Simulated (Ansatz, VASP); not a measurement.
**One calculation of Cs, two programs**

File INCAR:

```
PREC = Accurate ; ENCUT = 520
EDIFF = 1E-7 ; ISMEAR = -1
SIGMA = 0.1 ; LREAL = False
LASPH = True ; NELM = 100
ALGO = Normal ; ISIF = 2
LWAVE = False ; LCHARG = False
GGA = PE ; NBANDS = 20
```

The input KPOINTS:

```
Automatic mesh
0
Gamma
  6 6 8
```

POSCAR

```
Cs
1.0
    8.6646100264      0.0000000000      0.0000000000
   -4.3323050132      7.5037723967      0.0000000000
    0.0000000000      0.0000000000      5.2055887752
Cs
3
Direct
    1.0000000000      1.0000000000      0.0000000000
    0.3333333333      0.6666666667      0.5000000000
    0.6666666667      0.3333333333      0.5000000000
```

Input for Ansatz:

```yaml
crystal:
  lattice:
    - [8.6646100264, 0.0, 0.0]
    - [-4.3323050132, 7.5037723967, 0.0]
    - [0.0, 0.0, 5.2055887752]
  atoms:
    - { symbol: Cs, position: [1.0, 1.0, 0.0] }
    - { symbol: Cs, position: [0.3333333333, 0.6666666667, 0.5] }
    - { symbol: Cs, position: [0.6666666667, 0.3333333333, 0.5] }
hamiltonian:
  xc: pbe
  pseudopotentials:
    kind: paw
    azcp:
      Cs: "pseudopotentials/Cs.paw.azcp"
basis:
  ecutwfc: 420
  fft_grid_basis: typed
kpoints:
  mp_grid: { grid: [6, 6, 8], shift: [0, 0, 0] }
magnetization:
  spin_polarized: false
scf:
  occupations: { method: fermi_dirac, width: 0.1 }
output:
  stress: true
```

Alike in both runs: task single point; functional PBE; k mesh 6 × 6 × 8; occupations fermi-dirac, width 0.1 eV; no spin polarisation.

```csv
,VASP,Ansatz
version,VASP 6.6.1,Ansatz 0.2.0
potentials or method,"VASP PAW PBE potentials, release 64 (Cs_sv), cutoff 520 eV","plane waves (420 eV) with PAW, scalar-relativistic"
valence electrons in the cell,27,27
```

|  | VASP | Ansatz | Ansatz less VASP |
| --- | --- | --- | --- |
| pressure (GPa) | 0.1 | 0.1 | +0.01 |

Spin-orbit coupling is off throughout.
